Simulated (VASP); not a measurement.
Runs of VASP 6.6.1 on BeTe (zincblende type). The structure is that of space group F-43m (No. 216), or close to it. The cells are those of the table. 

```csv
task,cell,cutoff (eV),k mesh for the DOS,occupations for the DOS,gap on the mesh (eV),pressure (GPa)
single point,"a = 3.867 Å, angles 60.0°, 2 atoms",520,-,-,(a),7.5
single point,"a = 2.951 Å, angles 60.0°, 2 atoms",520,-,-,none,310.6
single point,"a = 3.718 Å, angles 60.0°, 2 atoms",520,-,-,1.41,19.9
relaxation of cell and atoms,"relaxed from a = 4.037 Å, angles 60.0°, 2 atoms",600,-,-,2.03,0.0
single point,"a = 3.179 Å, angles 60.0°, 2 atoms",520,-,-,none,153.0
single point,"a = 4.005 Å, angles 60.0°, 2 atoms",520,-,-,2.03,(b)
single point,"a = 3.556 Å, angles 60.0°, 2 atoms",520,-,-,0.94,(c)
single point,"a = 3.378 Å, angles 60.0°, 2 atoms",520,-,-,(d),79.4
```

Alike in all rows: level PBE; potentials or basis VASP PAW PBE potentials, release 64 (Be, Te); no spin polarisation; k mesh 13 × 13 × 13; smearing fermi-dirac 0.1 eV.

Task: Estimate the missing entries.

Result: (a) 1.76; (b) 0.1; (c) 41.2; (d) 0.33.

Caveats: spin-orbit coupling is left out, which moves the levels of the heavy elements.

A k mesh can miss the band edges, and the runs leave out spin-orbit coupling on Te.

A gap of «none» marks levels without a gap at the run's occupations.
